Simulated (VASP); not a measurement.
The system is Ga4Sb3P.

```
P Sb Ga
1.0
     4.26431    0.00000    0.00000
    -2.13215    3.69300    0.00000
     0.00000    0.00000   14.03186
P Sb Ga
1 3 4
Direct
  0.66667 0.33333 0.99969
  0.66667 0.33333 0.49947
  0.33333 0.66667 0.75885
  0.33333 0.66667 0.24002
  0.66667 0.33333 0.82853
  0.66667 0.33333 0.30811
  0.33333 0.66667 0.56813
  0.33333 0.66667 0.04721
```

```yaml
Program: VASP 6.6.1
Task: relaxation of cell and atoms
Functional: r2SCAN
Potentials_or_basis: VASP PAW PBE potentials, release 64 (P, Sb, Ga_d)
Cutoff: 600 eV
k_mesh: 6 × 6 × 2
Occupations: fermi-dirac, width 0.02 eV
Spin: no spin polarisation
```

At the start: pressure -1.9 GPa; volume 27.62 Å³/atom.

How do energy, volume and symmetry change on relaxing?

Over 9 steps the energy falls by 6.1 meV/atom and the volume is 26.65 Å³/atom (-3.5 %); space group P3m1 (No. 156, to 0.1 Å) before and after.

The path:
| step | energy change (eV) | largest force (eV/Å) | pressure (GPa) | volume (Å³) |
| --- | --- | --- | --- | --- |
| 1 | 0.0000 | 0.0891 | -1.93 | 220.98 |
| 2 | -0.0421 | 0.0955 | 0.81 | 210.51 |
| 3 | -0.0488 | 0.0442 | 0.02 | 213.24 |
| 4 | -0.0488 | 0.0414 | -0.04 | 213.39 |
| 5 | -0.0490 | 0.0186 | -0.01 | 213.33 |
| 6 | -0.0491 | 0.0142 | -0.01 | 213.31 |
| 7 | -0.0491 | 0.0163 | -0.01 | 213.31 |
| 8 | -0.0491 | 0.0180 | -0.02 | 213.30 |
| 9 | -0.0491 | 0.0044 | 0.01 | 213.22 |

Final structure:
```
P Sb Ga
1.0
     4.21193    0.00000    0.00000
    -2.10596    3.64764    0.00000
     0.00000    0.00000   13.87806
P Sb Ga
1 3 4
Direct
  0.66667 0.33333 0.99965
  0.66667 0.33333 0.49937
  0.33333 0.66667 0.75867
  0.33333 0.66667 0.23997
  0.66667 0.33333 0.82855
  0.66667 0.33333 0.30823
  0.33333 0.66667 0.56816
  0.33333 0.66667 0.04739
```

Caveat: the PAW data sets were made with another functional, which shifts forces and pressure a little.
